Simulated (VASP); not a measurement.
# SiNi (WC type) (P-6m2) in VASP: further runs

SiNi (WC type) is run at these levels: PBE; tasks: relaxation of shape and atoms at fixed volume, relaxation of cell and atoms.

Program: VASP 6.6.1. These are calculated values, not measurements. Logs are shortened: lines on timing, memory, paths and dates and some standing lists are left out, and cuts for length are marked.

### Step 1. The cell of the first run

Symmetry: P-6m2, No. 187, hexagonal system. Conventional cell: a = 3.125 Å, b = 3.125 Å, c = 2.229 Å, α = 90.00°, β = 90.00°, γ = 120.00°. Within 2.8 Å of Ni (site symmetry -6m2) lie 6 Si at 2.12 Å and 2 Ni at 2.23 Å. Si (site symmetry -6m2) has 6 Ni at 2.12 Å and 2 Si at 2.23 Å within 2.8 Å.

### Step 2. Relaxation of shape and atoms at fixed volume, PBE

Input file INCAR:

```
  ALGO = Normal
  EDIFF = 1E-6
  EDIFFG = -0.005
  ENCUT = 600
  GGA = PE
  IBRION = 2
  ISIF = 4
  ISMEAR = -1
  LASPH = T
  LCHARG = F
  LREAL = F
  LWAVE = F
  NELM = 60
  NSW = 50
  PREC = Accurate
  SIGMA = 0.1
```

Input file KPOINTS:

```
k-points
0
Gamma
  14 14 13
```

Input file POSCAR:

```
SiNi
1.0
    3.1249623172      0.0000000000      0.0000000000
   -1.5624811586      2.7062967526      0.0000000000
    0.0000000000      0.0000000000      2.2294564547
Ni Si
1 1
Direct
    0.0000000000      0.0000000000      0.0000000000
    0.3333333333      0.6666666667      0.5000000000
```

Potentials or basis: VASP PAW PBE potentials, release 64 (Ni, Si).

Run with:

```console
cat potpaw_PBE.64/Ni/POTCAR potpaw_PBE.64/Si/POTCAR > POTCAR
mpirun -np 1 vasp_std > vasp.out
```

OUTCAR:

```text
EDIFF = 1E-6
   EDIFFG = -0.005
   ENCUT = 600
   GGA = PE
   IBRION = 2
   ISIF = 4
   ISMEAR = -1
   LASPH = T
   LREAL = F
   NELM = 60
   NSW = 50
   PREC = Accurate

 ion  position               nearest neighbor table
   1  0.000  0.000  0.000-   2 2.12   2 2.12   2 2.12   2 2.12   2 2.12   2 2.12
   2  0.333  0.667  0.500-   1 2.12   1 2.12   1 2.12   1 2.12   1 2.12   1 2.12

  LATTYP: Found a hexagonal cell.
 ALAT       =     3.1249623172
 C/A-ratio  =     0.7134346685

  Lattice vectors:

 A1 = (   3.1249623172,   0.0000000000,   0.0000000000)
 A2 = (  -1.5624811586,   2.7062967526,   0.0000000000)
 A3 = (   0.0000000000,   0.0000000000,   2.2294564547)

Analysis of symmetry for initial positions (statically):
=====================================================================
 Subroutine PRICEL returns:
 Original cell was already a primitive cell.

 Routine SETGRP: Setting up the symmetry group for a
 hexagonal supercell.

 Subroutine GETGRP returns: Found 12 space group operations
 (whereof 12 operations were pure point group operations)
 out of a pool of 24 trial point group operations.

The static configuration has the point symmetry D_3h.

Analysis of symmetry for dynamics (positions and initial velocities):
=====================================================================
 Subroutine PRICEL returns:
 Original cell was already a primitive cell.

 Routine SETGRP: Setting up the symmetry group for a
 hexagonal supercell.

 Subroutine GETGRP returns: Found 12 space group operations
 (whereof 12 operations were pure point group operations)
 out of a pool of 24 trial point group operations.

The dynamic configuration has the point symmetry D_3h.

 Subroutine INISYM returns: Found 12 space group operations
 (whereof 12 operations are pure point group operations),
 and found     1 'primitive' translations

----------------------------------------------------------------------------------------

                                     Primitive cell

  volume of cell :      18.8547

  direct lattice vectors                    reciprocal lattice vectors
     3.124962317  0.000000000  0.000000000     0.320003859  0.184754314  0.000000000
    -1.562481159  2.706296753  0.000000000     0.000000000  0.369508628  0.000000000
     0.000000000  0.000000000  2.229456455     0.000000000  0.000000000  0.448539821

  length of vectors
     3.124962317  3.124962317  2.229456455     0.369508628  0.369508628  0.448539821

  position of ions in fractional coordinates (direct lattice)
     0.000000000  0.000000000  0.000000000
     0.333333333  0.666666667  0.500000000

  ion indices of the primitive-cell ions
   primitive index   ion index
                 1           1
                 2           2

----------------------------------------------------------------------------------------

 KPOINTS: k-points

Automatic generation of k-mesh.
 Grid dimensions read from file:
 generate k-points for:   14   14   13

 Generating k-lattice:

  Cartesian coordinates                     Fractional coordinates (reciprocal lattice)
     0.022857418  0.013196737  0.000000000     0.071428571  0.000000000  0.000000000
     0.000000000  0.026393473  0.000000000     0.000000000  0.071428571  0.000000000
     0.000000000  0.000000000  0.034503063     0.000000000  0.000000000  0.076923077

  Length of vectors
     0.026393473  0.026393473  0.034503063

  Shift w.r.t. Gamma in fractional coordinates (k-lattice)
     0.000000000  0.000000000  0.000000000

 Subroutine IBZKPT returns following result:
 ===========================================

 Found    168 irreducible k-points:

 Following reciprocal coordinates:
            Coordinates               Weight
  0.000000  0.000000  0.000000      1.000000
  0.071429  0.000000  0.000000      6.000000
  0.142857  0.000000  0.000000      6.000000
  0.214286  0.000000  0.000000      6.000000
  0.285714  0.000000  0.000000      6.000000
  0.357143  0.000000  0.000000      6.000000
[... 16 lines left out ...]
  0.285714  0.285714  0.000000      6.000000
  0.357143  0.285714  0.000000      6.000000
 [... further k-points ...]
   k-points           NKPTS =    168   k-points in BZ     NKDIM =    168   number of bands    NBANDS=     11
   number of dos      NEDOS =    301   number of ions     NIONS =      2
   total plane-waves  NPLWV =  14112
   dimension x,y,z NGX =    28 NGY =   28 NGZ =   18
   dimension x,y,z NGXF=    56 NGYF=   56 NGZF=   36
   ions per type =               1   1
   NGX,Y,Z   is equivalent  to a cutoff of  14.90, 14.90, 13.42 a.u.
   NGXF,Y,Z  is equivalent  to a cutoff of  29.79, 29.79, 26.84 a.u.
 SYSTEM =  unknown system
   PREC   = accura    normal or accurate (medium, high low for compatibility)
   ISTART =      0    job   : 0-new  1-cont  2-samecut
   ICHARG =      2    charge: 1-file 2-atom 10-const
   ISPIN  =      1    spin polarized calculation?
   LNONCOLLINEAR =      F non collinear calculations
   LSORBIT =      F    spin-orbit coupling
   LASPH  =      T    aspherical Exc in radial PAW
   ENCUT  =  600.0 eV  44.10 Ry    6.64 a.u.   6.24  6.24  4.45*2*pi/ulx,y,z
   NELM   =     60;   NELMIN=  2; NELMDL= -5     # of ELM steps
   EDIFF  = 0.1E-05   stopping-criterion for ELM
   LREAL  =      F    real-space projection
   EDIFFG = -.5E-02   stopping-criterion for IOM
   NSW    =     50    number of steps for IOM
   IBRION =      2    ionic relax: 0-MD 1-quasi-New 2-CG
   NFREE  =      1    steps in history (QN), initial steepest desc. (CG)
   ISIF   =      4    stress and relaxation
   ISYM   =      2    0-nonsym 1-usesym 2-fastsym
   POTIM  = 0.5000    time-step for ionic-motion
   TEBEG  =    0.0;   TEEND  =   0.0 temperature during run
   PSTRESS=    0.0 pullay stress
   NELECT =      14.0000    total number of electrons
   NUPDOWN=      -1.0000    fix difference up-down
   EMIN   =  10.00;   EMAX   =-10.00  energy-range for DOS
   EFERMI =   0.00;   METHOD = LEGACY
   ISMEAR =    -1;   SIGMA  =   0.10  broadening in eV -4-tet -1-fermi 0-gaus
   EFERMI_NEDOS =   21; number of points for ismear=-14 and -15
   IALGO  =     38    algorithm
   IMIX   =      4    mixing-type and parameters
     AMIX     =   0.40;   BMIX     =  1.00
     AMIX_MAG =   1.60;   BMIX_MAG =  1.00
  volume/ion in A,a.u.               =       9.43        63.62
  Fermi-wavevector in a.u.,A,eV,Ry     =   1.482442  2.801410 29.900639  2.197635
  Thomas-Fermi vector in A             =   2.596228
   LORBIT       =      0    0 simple, 1 ext, 2 COOP (PROOUT), +10 PAW based schemes
   GGA     = PE    functional components
   LHFCALC =     F    Hartree Fock is set to
   AEXX    =    0.0000 exact exchange contribution
   IVDW    =     0    specifies the selected vdW correction
   LEPSILON=     F    determine dielectric tensor
   LRPA    =     F    only Hartree local field effects (RPA)
 conjugate gradient relaxation of ions
 non-spin polarized calculation
  energy-cutoff  :      600.00
  volume of cell :       18.85
 maximum number of plane-waves:       645
 NGX is ok and might be reduce to    28
   NGX = 13   NGY = 13   NGZ =  9

--------------------------------------- Ionic step        1  -------------------------------------------

 number of electron      13.9999998 magnetization

 Free energy of the ion-electron system (eV)
  ---------------------------------------------------
  ext. energy  EPLUGINS =         0.00000000
  ---------------------------------------------------
  free energy    TOTEN  =        -9.79865592 eV

  energy without entropy =       -9.77585470  energy(sigma->0) =       -9.78725531

------------------------ aborting loop because EDIFF is reached ----------------------------------------

  FORCE on cell =-STRESS in cart. coord.  units (eV):
  Direction    XX          YY          ZZ          XY          YZ          ZX
  --------------------------------------------------------------------------------------
  -------------------------------------------------------------------------------------
  Total       11.5424752     11.5424752     15.8688124      0.0000000     -0.0000000      0.0000000
  in kB      980.8223099    980.8223099   1348.4530008      0.0000000     -0.0000000      0.0000000
  external PRESSURE =    1103.3658735 kB  Pullay stress =       0.0000000 kB
[... 89 lines left out ...]
  FREE ENERGIE OF THE ION-ELECTRON SYSTEM (eV)
  ---------------------------------------------------
  free  energy   TOTEN  =        -9.9427006921 eV

  energy  without entropy=       -9.9252172154  energy(sigma->0) =       -9.93395895

[... ionic steps 4 to 18 ...]

--------------------------------------- Ionic step       19  -------------------------------------------

 number of electron      13.9999995 magnetization

------------------------ aborting loop because EDIFF is reached ----------------------------------------

  FORCE on cell =-STRESS in cart. coord.  units (eV):
  Direction    XX          YY          ZZ          XY          YZ          ZX
  --------------------------------------------------------------------------------------
  -------------------------------------------------------------------------------------
  Total       11.9055881     11.9055881     11.9302905      0.0000000      0.0000000      0.0000000
  in kB     1011.6778509   1011.6778510   1013.7769379      0.0000000      0.0000000      0.0000000
  external PRESSURE =    1012.3775466 kB  Pullay stress =       0.0000000 kB
[... 57 lines left out ...]
  energy  without entropy=       -9.9259726091  energy(sigma->0) =       -9.93443344

--------------------------------------- Ionic step       21  -------------------------------------------

 number of electron      13.9999995 magnetization

 Free energy of the ion-electron system (eV)
  ---------------------------------------------------
  ext. energy  EPLUGINS =         0.00000000
  ---------------------------------------------------
  free energy    TOTEN  =        -9.94289633 eV

  energy without entropy =       -9.92594396  energy(sigma->0) =       -9.93442015

 E-fermi :  14.5343     XC(G=0): -13.4288

 val. band max:       14.4624496297   @ k =   0.5000  -0.0000   0.0769
 cond. band min:      14.5667452441   @ k =   0.2857   0.0000   0.3077
 fundamental gap:      0.1042956144
 Fermi energy:        14.5342734034

 k-point     1 :       0.0000    0.0000    0.0000
  band No.  band energies     occupation
      1      -0.8563      2.00000
      2       8.7928      2.00000
      3       9.4187      2.00000
      4       9.4187      2.00000
      5      11.6093      2.00000
      6      11.6093      2.00000
      7      19.1187      0.00000
      8      19.1187      0.00000
      9      20.9233      0.00000
     10      22.4872      0.00000
     11      22.4872      0.00000
[... 309 lines left out ...]
 k-point    24 :       0.3571    0.2857    0.0000
  band No.  band energies     occupation
      1       3.7010      2.00000
      2       6.2814      2.00000
      3       7.4620      2.00000
      4      11.1506      2.00000
      5      11.2156      2.00000
      6      11.2686      2.00000
      7      11.4090      2.00000
      8      12.4712      2.00000
      9      25.2866      0.00000
     10      27.1786      0.00000
     11      27.4768      0.00000

 [... further k-points ...]
[... 5 lines left out ...]
  --------------------------------------------------------------------------------------
  -------------------------------------------------------------------------------------
  Total       11.9111013     11.9111013     11.9189710      0.0000000      0.0000000      0.0000000
  in kB     1012.1463287   1012.1463290   1012.8150615      0.0000000      0.0000000      0.0000000
  external PRESSURE =    1012.3692397 kB  Pullay stress =       0.0000000 kB
[... 17 lines left out ...]
  FREE ENERGIE OF THE ION-ELECTRON SYSTEM (eV)
  ---------------------------------------------------
  free  energy   TOTEN  =        -9.9428963279 eV

  energy  without entropy=       -9.9259439631  energy(sigma->0) =       -9.93442015

 reached required accuracy - stopping structural energy minimisation
```

It used 160 s of CPU time on 1 thread of AMD EPYC 7R13 Processor (Zen 3) (shared host).

What came out:

```yaml
Free_energy: -9.9429 eV
Energy_gained_by_relaxing: 72.1 meV/atom
Ionic_steps: 21
Pressure_after_relaxing: 101.2 GPa
Band_gap_on_the_k_mesh: zero (band 7 reaches 19.38 eV, above the bottom of band 8 at 12.47 eV)
```

Step by step:
| step | energy change (eV) | largest force (eV/Å) | pressure (GPa) | volume (Å³) |
| --- | --- | --- | --- | --- |
| 1 | 0.0000 | 0.0000 | 110.34 | 18.85 |
| 2 | -0.1427 | 0.0000 | 102.06 | 18.85 |
| 3 | -0.1440 | 0.0000 | 100.96 | 18.85 |
| 4 | -0.1442 | 0.0000 | 101.01 | 18.85 |
| 5 | -0.1442 | 0.0000 | 101.20 | 18.85 |
| 6 | -0.1442 | 0.0000 | 101.26 | 18.85 |
| 7 | -0.1442 | 0.0000 | 101.27 | 18.85 |
| 8 | -0.1442 | 0.0000 | 101.27 | 18.85 |
| 9 | -0.1442 | 0.0000 | 101.28 | 18.85 |
| 10 | -0.1442 | 0.0000 | 101.28 | 18.85 |
| 11 | -0.1442 | 0.0000 | 101.28 | 18.85 |
| 12 | -0.1442 | 0.0000 | 101.28 | 18.85 |
| 13 | -0.1442 | 0.0000 | 101.28 | 18.85 |
| 14 | -0.1442 | 0.0000 | 101.28 | 18.85 |
| 15 | -0.1442 | 0.0000 | 101.28 | 18.85 |
| 16 | -0.1442 | 0.0000 | 101.27 | 18.85 |
| 17 | -0.1442 | 0.0000 | 101.26 | 18.85 |
| 18 | -0.1442 | 0.0000 | 101.25 | 18.85 |
| 19 | -0.1442 | 0.0000 | 101.24 | 18.85 |
| 20 | -0.1442 | 0.0000 | 101.41 | 18.85 |
| 21 | -0.1442 | 0.0000 | 101.24 | 18.85 |

Final structure:
```
CELL_PARAMETERS angstrom
3.00630 0.00000 0.00000
-1.50315 2.60353 0.00000
0.00000 0.00000 2.40893
ATOMIC_POSITIONS crystal
Ni 0.00000 0.00000 0.00000
Si 0.33333 0.66667 0.50000
```

Levels at points of the mesh, in eV from the Fermi level:
| k point | band 4 | band 5 | band 6 | band 7 | band 8 | band 9 | band 10 | band 11 |
| --- | --- | --- | --- | --- | --- | --- | --- | --- |
| (0.00, 0.00, 0.00) | -5.12 | -2.92 | -2.92 | 4.58 | 4.58 | 6.39 | 7.95 | 7.95 |
| (0.50, 0.00, 0.00) | -3.49 | -3.45 | -3.07 | -2.59 | -0.44 | 6.12 | 12.04 | 12.38 |

Spin polarisation is off, so any magnetic state and its effect on volume and gap are missing.

### Step 3. Relaxation of shape and atoms at fixed volume, PBE

This run uses another cell than the first one, of 10.47 Å³/atom, 1.111 times its volume.

Input file INCAR:

```
PREC = Accurate
ENCUT = 600
EDIFF = 1E-7
ISMEAR = -1
SIGMA = 0.1
LREAL = False
LASPH = True
NELM = 100
ALGO = Normal
ISIF = 4
LWAVE = False
LCHARG = False
GGA = PE
IBRION = 2
NSW = 50
EDIFFG = -0.005
```

Input file KPOINTS:

```
Automatic mesh
0
Gamma
  14 14 13
```

Input file POSCAR:

```
SiNi
1.0
    3.2366614973      0.0000000000      0.0000000000
   -1.6183307486      2.8030310802      0.0000000000
    0.0000000000      0.0000000000      2.3091465222
Ni Si
1 1
Direct
    0.0000000000      0.0000000000      0.0000000000
    0.3333333333      0.6666666667      0.5000000000
```

Potentials or basis: VASP PAW PBE potentials, release 64 (Ni, Si).

Run with:

```console
cat potpaw_PBE.64/Ni/POTCAR potpaw_PBE.64/Si/POTCAR > POTCAR
mpirun -np 1 vasp_std > vasp.out
```

It used 93 s of CPU time on 1 thread of AMD EPYC 7R13 Processor (Zen 3), on a shared host.

Results (log left out):

```yaml
Free_energy: -10.9393 eV
Energy_gained_by_relaxing: 28.8 meV/atom
Ionic_steps: 4
Pressure_after_relaxing: 54.7 GPa
Band_gap_on_the_k_mesh: zero (band 7 reaches 16.71 eV, above the bottom of band 8 at 10.74 eV)
```

The path:
| step | energy change (eV) | largest force (eV/Å) | pressure (GPa) | volume (Å³) |
| --- | --- | --- | --- | --- |
| 1 | 0.0000 | 0.0000 | 59.23 | 20.95 |
| 2 | -0.0555 | 0.0000 | 55.46 | 20.95 |
| 3 | -0.0568 | 0.0000 | 54.24 | 20.95 |
| 4 | -0.0576 | 0.0000 | 54.71 | 20.95 |

Final structure:
```xyz
2
Lattice="3.1548 0.0000 0.0000 -1.5774 2.7321 0.0000 0.0000 0.0000 2.4306" Properties=species:S:1:pos:R:3 pbc="T T T"
Ni    0.0000    0.0000    0.0000
Si    0.0000    1.8214    1.2153
```

Levels at points of the mesh, in eV from the Fermi level:
```
           k point  band 3  band 4  band 5  band 6  band 7  band 8  band 9  band 10  band 11
(0.00, 0.00, 0.00)   -4.52   -4.52   -2.37   -2.37    3.91    3.91    6.07     7.37     7.37
(0.50, 0.00, 0.00)   -4.82   -3.08   -2.77   -2.47   -2.37   -0.55    5.61    11.95    12.23
```

Spin polarisation is off, so any magnetic state and its effect on volume and gap are missing.

### Step 4. Relaxation of shape and atoms at fixed volume, PBE

This run uses another cell than the first one, of 11.52 Å³/atom, 1.222 times its volume.

Input file INCAR:

```
PREC = Accurate ; ENCUT = 600
EDIFF = 1E-7 ; ISMEAR = -1
SIGMA = 0.1 ; LREAL = F
LASPH = T ; NELM = 80
ALGO = Normal ; ISIF = 4
LWAVE = F ; LCHARG = F
GGA = PE ; IBRION = 2
NSW = 50 ; EDIFFG = -0.005
```

Input file KPOINTS:

```
regular mesh
0
Gamma
  14 14 13
```

Input file POSCAR:

```
SiNi
1.0
    3.3411413042      0.0000000000      0.0000000000
   -1.6705706521      2.8935132471      0.0000000000
    0.0000000000      0.0000000000      2.3836860385
Ni Si
1 1
Direct
    0.0000000000      0.0000000000      0.0000000000
    0.3333333333      0.6666666667      0.5000000000
```

Run with:

```console
cat potpaw_PBE.64/Ni/POTCAR potpaw_PBE.64/Si/POTCAR > POTCAR
mpirun -np 1 vasp_std > vasp.out
```

It took 2.3 min on 1 thread of AMD EPYC 7R13 (Zen 3), shared host; peak memory 0.16 GiB.

It converged, with:

- Free energy: -11.4498 eV
- Energy gained by relaxing: 8.3 meV/atom
- Ionic steps: 4
- Pressure after relaxing: 25.5 GPa
- Band gap on the k mesh: zero (band 7 reaches 14.96 eV, above the bottom of band 8 at 9.34 eV)

Step by step:
```
step  energy change (eV)  largest force (eV/Å)  pressure (GPa)  volume (Å³)
   1              0.0000                0.0000           27.41        23.04
   2             -0.0158                0.0000           25.87        23.04
   3             -0.0166                0.0000           25.45        23.04
   4             -0.0166                0.0000           25.45        23.04
```

Final structure:
```yaml
crystal:
  lattice:
    - [3.29556, 0.00000, 0.00000]
    - [-1.64778, 2.85404, 0.00000]
    - [0.00000, 0.00000, 2.45008]
  atoms:
    - { symbol: Ni, position: [0.00000, 0.00000, 0.00000] }
    - { symbol: Si, position: [0.33333, 0.66667, 0.50000] }
```

Levels at points of the mesh, in eV from the Fermi level:
```tsv
k point	band 4	band 5	band 6	band 7	band 8	band 9	band 10	band 11
(0.00, 0.00, 0.00)	-4.08	-1.98	-1.98	3.32	3.32	5.62	6.87	6.87
(0.50, 0.00, 0.00)	-2.84	-2.27	-2.22	-2.05	-0.65	5.10	11.78	12.05
```

(Part 1 of 2 ends here.)
